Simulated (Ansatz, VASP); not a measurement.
HgTe in VASP and in Ansatz

```xyz
2
Lattice="0.0000 3.2892 3.1583 3.2892 0.0000 3.1583 3.2892 3.2892 0.0000" Properties=species:S:1:pos:R:3 pbc="T T T"
Hg    0.0000    0.0000    0.0000
Te    1.6446    1.6446    1.5791
```

Change from the starting cell: uniaxial_z strain -4.0%.

Alike in both runs: task single point; functional PBE; k mesh 6 × 6 × 6; occupations fermi-dirac, width 0.02 eV; no spin polarisation.

|  | VASP | Ansatz |
| --- | --- | --- |
| version | VASP 6.6.1 | Ansatz 0.2.0 |
| potentials or method | VASP PAW PBE potentials, release 64 (Hg, Te) | plane waves, PAW |
| plane-wave cutoff (eV) | 520 | 420 |
| valence electrons in the cell | 18 | 36 |

```csv
,VASP,Ansatz,Ansatz less VASP
pressure (GPa),3.1,3.1,-0.06
"traceless stress, the component that is largest in VASP (GPa)",0.28,0.28,0.000
```

The functional is the same, so the differences come from potentials, cutoffs and numerics. VASP's potentials hold 18 valence electrons a cell and Ansatz's 36, so a difference there can come from the potentials and not from the codes.

Neither program's run includes spin-orbit coupling.
